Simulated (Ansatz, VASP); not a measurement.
**C: VASP beside Ansatz**

```xyz
12
Lattice="4.7656 0.0000 0.0000 -2.3828 4.1271 0.0000 0.0000 0.0000 3.7844" Properties=species:S:1:pos:R:3 pbc="T T T"
C     1.3787    2.7479    1.1852
C    -0.6863    3.9472    1.1852
C    -0.6924    1.5592    1.1852
C     1.0041    1.3793    3.0774
C     3.0691    0.1800    3.0774
C     3.0752    2.5679    3.0774
C     0.6924    1.5592    0.7070
C     0.6863    3.9472    0.7070
C    -1.3787    2.7479    0.7070
C     1.6904    2.5679    2.5992
C     1.6965    0.1800    2.5992
C     3.7615    1.3793    2.5992
```

Alike in both runs: task single point; functional PBE; k mesh 6 × 6 × 4; occupations gaussian, width 0.1 eV; collinear spin.

```csv
,VASP,Ansatz
version,VASP 6.6.1,Ansatz 0.2.0
potentials or method,"VASP PAW PBE potentials, release 64 (C), cutoff 520 eV","scalar-relativistic, plane waves, PAW"
valence electrons in the cell,48,48
```

|  | VASP | Ansatz | Ansatz less VASP |
| --- | --- | --- | --- |
| gap on the k mesh at the Fermi level (eV) | none | none | - |
| pressure (GPa) | 25.2 | 24.4 | -0.81 |
| traceless stress, the component that is largest in VASP (GPa) | 78.95 | 78.90 | -0.043 |
| rms of the force components (eV/Å) | 2.396 | 2.382 | -0.0141 |
| net moment per atom (μB) | 0.00 | 0.00 | 0.000 |

Atom by atom the forces differ by 0.019 eV/Å (rms over components). A gap of «none» marks a metal or a gap that the smearing closes. Ansatz's warnings: seeded moment not kept.

The k mesh is coarse, so the values compare programs but aren't converged.
